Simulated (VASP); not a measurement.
# As (Pm-3m) in VASP: notebook, part 2 of 2

VASP 6.6.1. Earlier steps stand in the parts before.

**3. Single point, PBEsol**

This run uses another cell than the first one, of 18.49 Å³/atom, 0.973 times its volume.

Input file INCAR:

```
PREC     = Accurate       # precision mode
ENCUT    = 520            # plane-wave cutoff, eV
EDIFF    = 1E-6           # SCF threshold, eV
ISMEAR   = -1             # smearing method
SIGMA    = 0.05           # smearing width, eV
LREAL    = False          # projectors in reciprocal space
LASPH    = True           # aspherical terms in the spheres
NELM     = 100            # most SCF steps
ALGO     = Normal         # electronic algorithm
ISIF     = 2              # what is computed and relaxed
LWAVE    = False          # write WAVECAR
LCHARG   = True           # write CHGCAR
GGA      = PS             # functional
LELF     = True           # ELF
LVHAR    = True         
NBANDS   = 8              # bands
```

Input file KPOINTS:

```
regular mesh
0
Gamma
  10 10 10
```

Input file POSCAR:

```
As
1.0
    2.6442571240      0.0000000000      0.0000000000
    0.0000000000      2.6442571240      0.0000000000
    0.0000000000      0.0000000000      2.6442571240
As
1
Direct
    0.5000000000      0.5000000000      0.5000000000
```

Potentials or basis: VASP PAW PBE potentials, release 64 (As).

The run is started by

```
$ cat potpaw_PBE.64/As/POTCAR > POTCAR
$ mpirun -np 1 vasp_std > vasp.out
```

OUTCAR:

```text
PREC = Accurate
   ENCUT = 520
   EDIFF = 1E-6
   ISMEAR = -1
   LREAL = False
   LASPH = True
   NELM = 100
   ISIF = 2
   GGA = PS

 ion  position               nearest neighbor table
   1  0.500  0.500  0.500-

  LATTYP: Found a simple cubic cell.
 ALAT       =     2.6442571240

  Lattice vectors:

 A1 = (   2.6442571240,   0.0000000000,   0.0000000000)
 A2 = (   0.0000000000,   2.6442571240,   0.0000000000)
 A3 = (   0.0000000000,   0.0000000000,   2.6442571240)

Analysis of symmetry for initial positions (statically):
=====================================================================
 Subroutine PRICEL returns:
 Original cell was already a primitive cell.

 Routine SETGRP: Setting up the symmetry group for a
 simple cubic supercell.

 Subroutine GETGRP returns: Found 48 space group operations
[... 9 lines left out ...]

 Routine SETGRP: Setting up the symmetry group for a
 simple cubic supercell.

 Subroutine GETGRP returns: Found 48 space group operations
[... 11 lines left out ...]
                                     Primitive cell
[... 131 lines left out ...]
  ext. energy  EPLUGINS =         0.00000000
  ---------------------------------------------------
  free energy    TOTEN  =        -5.03227881 eV

  energy without entropy =       -5.02977241  energy(sigma->0) =       -5.03102561

 E-fermi :   6.5581     XC(G=0): -10.8424

 val. band max:        6.4457388288   @ k =   0.5000   0.3000   0.3000
 cond. band min:       6.5867835973   @ k =   0.2000   0.2000   0.0000
 fundamental gap:      0.1410447684
 Fermi energy:         6.5581274264

 k-point     1 :       0.0000    0.0000    0.0000
  band No.  band energies     occupation
      1      -9.0204      2.00000
      2      11.0074      0.00000
      3      11.0074      0.00000
      4      11.0074      0.00000
      5      15.1659      0.00000
      6      15.1659      0.00000
      7      17.5977      0.00000
      8      32.4194      0.00000
[... 243 lines left out ...]
 k-point    24 :       0.3000    0.1000    0.1000
  band No.  band energies     occupation
      1      -6.9248      2.00000
      2       2.8984      2.00000
      3      10.2157      0.00000
      4      10.8119      0.00000
      5      19.5166      0.00000
      6      19.5256      0.00000
      7      21.6102      0.00000
      8      22.6710      0.00000

 [... further k-points ...]
[... 5 lines left out ...]
  --------------------------------------------------------------------------------------
  -------------------------------------------------------------------------------------
  Total        0.6282800      0.6282800      0.6282800      0.0000000      0.0000000     -0.0000000
  in kB       54.4443420     54.4443420     54.4443420      0.0000000      0.0000000     -0.0000000
  external PRESSURE =      54.4443420 kB  Pullay stress =       0.0000000 kB

 VOLUME and BASIS-vectors are now :
 -----------------------------------------------------------------------------
  energy-cutoff  :      520.00
  volume of cell :       18.49
      direct lattice vectors                 reciprocal lattice vectors
     2.644257124  0.000000000  0.000000000     0.378178049  0.000000000  0.000000000
     0.000000000  2.644257124  0.000000000     0.000000000  0.378178049  0.000000000
     0.000000000  0.000000000  2.644257124     0.000000000  0.000000000  0.378178049

 POSITION                                       TOTAL-FORCE (eV/Angst)
 -----------------------------------------------------------------------------------
      1.32213      1.32213      1.32213         0.000000      0.000000      0.000000
 -----------------------------------------------------------------------------------
    total drift:                                0.000000     -0.000000      0.000000

  FREE ENERGIE OF THE ION-ELECTRON SYSTEM (eV)
  ---------------------------------------------------
  free  energy   TOTEN  =        -5.0322788127 eV

  energy  without entropy=       -5.0297724133  energy(sigma->0) =       -5.03102561
```

OSZICAR:

```text
N       E                     dE             d eps       ncg     rms          rms(c)
DAV:   1     0.787718569074E+01    0.78772E+01   -0.21634E+03   904   0.468E+02
DAV:   2    -0.489967914785E+01   -0.12777E+02   -0.12561E+02  1184   0.611E+01
DAV:   3    -0.503814957134E+01   -0.13847E+00   -0.13841E+00  1000   0.882E+00
DAV:   4    -0.503827641778E+01   -0.12685E-03   -0.12685E-03  1400   0.303E-01
DAV:   5    -0.503827646478E+01   -0.47005E-07   -0.46989E-07  1032   0.346E-03    0.241E+00
DAV:   6    -0.503443351742E+01    0.38429E-02   -0.36223E-04  1128   0.152E-01    0.143E+00
DAV:   7    -0.503225842640E+01    0.21751E-02   -0.90067E-04   920   0.248E-01    0.659E-02
DAV:   8    -0.503227816024E+01   -0.19734E-04   -0.13885E-05  1216   0.268E-02    0.923E-03
DAV:   9    -0.503227881275E+01   -0.65251E-06   -0.71566E-07  1064   0.632E-03
   1 F= -.50322788E+01 E0= -.50310256E+01  d E =-.250640E-02
```

stdout:

```text
POSCAR found type information on POSCAR As
 POSCAR found :  1 types and       1 ions
 scaLAPACK will be used
 -----------------------------------------------------------------------------
|                                                                             |
|                                                                             |
|     You enforced a specific xc type in the INCAR file but a different       |
|     I HOPE YOU KNOW WHAT YOU ARE DOING!                                     |
|                                                                             |
 -----------------------------------------------------------------------------

 LDA part: xc-table for (Slater+PW92), standard interpolation
 POSCAR, INCAR and KPOINTS ok, starting setup
 FFT: planning ... GRIDC
 FFT: planning ... GRID_SOFT
 FFT: planning ... GRID
 WAVECAR not read
 entering main loop
```

Run time: 7.6 s. Hardware: 1 thread of AMD EPYC 7R43 (Zen 3), shared host; peak memory 0.08 GiB.

Results:

```
Free energy : -5.0323 eV
Pressure    : 5.4 GPa
```

Caveat: the PAW data sets were made with another functional, which shifts forces and pressure a little.

**4. Single point, PBEsol**

This run uses another cell than the first one, of 19.42 Å³/atom, 1.021 times its volume.

Input file INCAR:

```
SYSTEM = As
ALGO = Normal
EDIFF = 1E-7
ENCUT = 520
GGA = PS
ISIF = 2
ISMEAR = -1
LASPH = .True.
LCHARG = .True.
LELF = .True.
LREAL = .False.
LVHAR = .True.
LWAVE = .False.
NBANDS = 8
NELM = 60
PREC = Accurate
SIGMA = 0.05
```

Input file KPOINTS:

```
k-points
0
Gamma
  10 10 10
  0 0 0
```

Input file POSCAR:

```
As
1.0
    2.6878220036      0.0000000000      0.0000000000
    0.0000000000      2.6878220036      0.0000000000
    0.0000000000      0.0000000000      2.6878220036
As
1
Direct
    0.5000000000      0.5000000000      0.5000000000
```

The run is started by

```
$ cat potpaw_PBE.64/As/POTCAR > POTCAR
$ mpirun -np 1 vasp_std > vasp.out
```

It took 9.4 s on 1 thread of AMD EPYC 7R43 (Zen 3), shared host; peak memory 0.08 GiB.

The run converged. Its results:

```
Free energy : -5.0483 eV
Pressure    : 0.3 GPa
```

Levels at points of the mesh, in eV from the Fermi level:
| k point | band 1 | band 2 | band 3 | band 4 | band 5 | band 6 |
| --- | --- | --- | --- | --- | --- | --- |
| (0.00, 0.00, 0.00) | -15.11 | 4.26 | 4.26 | 4.26 | 8.57 | 8.57 |
| (0.50, 0.00, 0.00) | -11.87 | -7.06 | 6.63 | 6.63 | 11.32 | 14.15 |
| (0.50, 0.50, 0.00) | -8.49 | -4.31 | -4.31 | 2.38 | 8.87 | 16.75 |
| (0.50, 0.50, 0.50) | -4.74 | -1.80 | -1.80 | -1.80 | 5.91 | 5.91 |

Caveat: the PAW data sets were made with another functional, which shifts forces and pressure a little.

**5. Relaxation of cell and atoms, PBEsol**

This run uses another cell than the first one, of 19.76 Å³/atom, 1.040 times its volume.

Input file INCAR:

```
PREC     = Accurate       # precision mode
ENCUT    = 600            # plane-wave cutoff, eV
EDIFF    = 1E-7           # SCF threshold, eV
ISMEAR   = -1             # smearing method
SIGMA    = 0.05           # smearing width, eV
LREAL    = F              # projectors in reciprocal space
LASPH    = T              # aspherical terms in the spheres
NELM     = 100            # most SCF steps
ALGO     = Normal         # electronic algorithm
ISIF     = 3              # what is computed and relaxed
LWAVE    = F              # write WAVECAR
LCHARG   = F              # write CHGCAR
GGA      = PS             # functional
IBRION   = 2              # ionic algorithm
NSW      = 60             # ionic steps
EDIFFG   = -0.01          # ionic threshold
```

Input file KPOINTS:

```
Automatic mesh
0
Gamma
  10 10 10
```

Input file POSCAR:

```
As
1.0
    2.7036817444      0.0000000000      0.0000000000
    0.0000000000      2.7036817444      0.0000000000
    0.0000000000      0.0000000000      2.7036817444
As
1
Direct
    0.5000000000      0.5000000000      0.5000000000
```

The run is started by

```
$ cat potpaw_PBE.64/As/POTCAR > POTCAR
$ mpirun -np 1 vasp_std > vasp.out
```

Wall time 13 s (1 thread of AMD EPYC 7R43 (Zen 3), shared host); peak memory 0.1 GiB.

Results (log left out):

* Free energy: -5.0484 eV
* Relaxed volume: 19.48 Å³/atom
* Relaxed cell: a = 2.691 Å, b = 2.691 Å, c = 2.691 Å, α = 90.00°, β = 90.00°, γ = 90.00°
* Space group after relaxing (to 0.05 Å): Pm-3m (No. 221)
* Energy gained by relaxing: 1.1 meV/atom
* Ionic steps: 3
* Pressure after relaxing: 0.0 GPa

The path:
```tsv
step	energy change (eV)	largest force (eV/Å)	pressure (GPa)	volume (Å³)
1	0.0000	0.0000	-1.26	19.76
2	-0.0007	0.0000	0.78	19.32
3	-0.0011	0.0000	0.00	19.48
```

Final structure:
```
As
1.0
     2.69090    0.00000    0.00000
     0.00000    2.69090    0.00000
     0.00000    0.00000    2.69090
As
1
Cartesian
  1.3454 1.3454 1.3454
```

Levels at points of the mesh, in eV from the Fermi level:
| k point | band 1 | band 2 | band 3 | band 4 | band 5 | band 6 |
| --- | --- | --- | --- | --- | --- | --- |
| (0.00, 0.00, 0.00) | -15.07 | 4.25 | 4.25 | 4.25 | 8.57 | 8.57 |
| (0.50, 0.00, 0.00) | -11.85 | -7.03 | 6.61 | 6.61 | 11.31 | 14.13 |
| (0.50, 0.50, 0.00) | -8.49 | -4.29 | -4.29 | 2.40 | 8.83 | 16.71 |
| (0.50, 0.50, 0.50) | -4.77 | -1.79 | -1.79 | -1.79 | 5.92 | 5.92 |

Caveat: the PAW data sets were made with another functional, which shifts forces and pressure a little.

**6. Relaxation of cell and atoms, PBEsol, target pressure 2 GPa, at which the enthalpy is minimised**

This run uses another cell than the first one, of 19.76 Å³/atom, 1.040 times its volume.

Input file INCAR:

```
ALGO = Normal
EDIFF = 1E-6
EDIFFG = -0.01
ENCUT = 600
GGA = PS
IBRION = 2
ISIF = 3
ISMEAR = -1
LASPH = T
LCHARG = F
LREAL = F
LWAVE = F
NELM = 60
NSW = 60
PREC = Accurate
PSTRESS = 20.0
SIGMA = 0.05
```

Input file KPOINTS:

```
k-points
0
Gamma
  10 10 10
```

POSCAR is that of step 5.

Potentials or basis: VASP PAW PBE potentials, release 64 (As).

The run is started by

```
$ cat potpaw_PBE.64/As/POTCAR > POTCAR
$ mpirun -np 1 vasp_std > vasp.out
```

Run time: 9.3 s. Hardware: 1 thread of AMD EPYC 7R43 (Zen 3), shared host; peak memory 0.11 GiB.

It converged, with:

* Free energy: -5.0460 eV
* Relaxed volume: 19.08 Å³/atom
* Relaxed cell: a = 2.672 Å, b = 2.672 Å, c = 2.672 Å, α = 90.00°, β = 90.00°, γ = 90.00°
* Space group after relaxing (to 0.05 Å): Pm-3m (No. 221)
* Energy change on relaxing (the enthalpy is what falls): +1.3 meV/atom
* Ionic steps: 3
* Pressure after relaxing: 2.0 GPa

The path:
```tsv
step	energy change (eV)	largest force (eV/Å)	pressure (GPa)	volume (Å³)
1	0.0000	0.0000	-1.26	19.76
2	0.0104	0.0000	4.53	18.64
3	0.0013	0.0000	1.99	19.08
```

Final structure:
```yaml
crystal:
  lattice:
    - [2.67233, 0.00000, 0.00000]
    - [0.00000, 2.67233, 0.00000]
    - [0.00000, 0.00000, 2.67233]
  atoms:
    - { symbol: As, position: [0.50000, 0.50000, 0.50000] }
```

Levels at points of the mesh, in eV from the Fermi level:
```
           k point  band 1  band 2  band 3  band 4  band 5  band 6
(0.00, 0.00, 0.00)  -15.27    4.33    4.33    4.33    8.58    8.58
(0.50, 0.00, 0.00)  -11.96   -7.21    6.76    6.76   11.37   14.25
(0.50, 0.50, 0.00)   -8.49   -4.41   -4.41    2.29    9.06   16.95
(0.50, 0.50, 0.50)   -4.62   -1.84   -1.84   -1.84    5.87    5.87
```

Caveat: the cell is relaxed towards a set pressure, so the enthalpy falls and the energy may rise; the PAW data sets were made with another functional, which shifts forces and pressure a little.

**7. Overview**

| task | cell | cutoff (eV) | gap on the mesh (eV) | pressure (GPa) |
| --- | --- | --- | --- | --- |
| single point | a = 2.669 Å, 1 atom | 520 | none | 2.4 |
| single point | a = 2.644 Å, 1 atom | 520 | none | 5.4 |
| single point | a = 2.688 Å, 1 atom | 520 | none | 0.3 |
| relaxation of cell and atoms | relaxed from a = 2.704 Å, 1 atom | 600 | none | 0.0 |
| relaxation of cell and atoms | relaxed to 2 GPa from a = 2.704 Å, 1 atom | 600 | none | 2.0 |

Alike in all rows: level PBEsol; potentials or basis VASP PAW PBE potentials, release 64 (As); no spin polarisation; k mesh 10 × 10 × 10; smearing fermi-dirac 0.05 eV.

Caveats: the PAW data sets were made with another functional, which shifts forces and pressure a little; the cell is relaxed towards a set pressure, so the enthalpy falls and the energy may rise (some runs).

Total energies depend on the potentials used, so only differences within one code and one set of settings carry meaning.
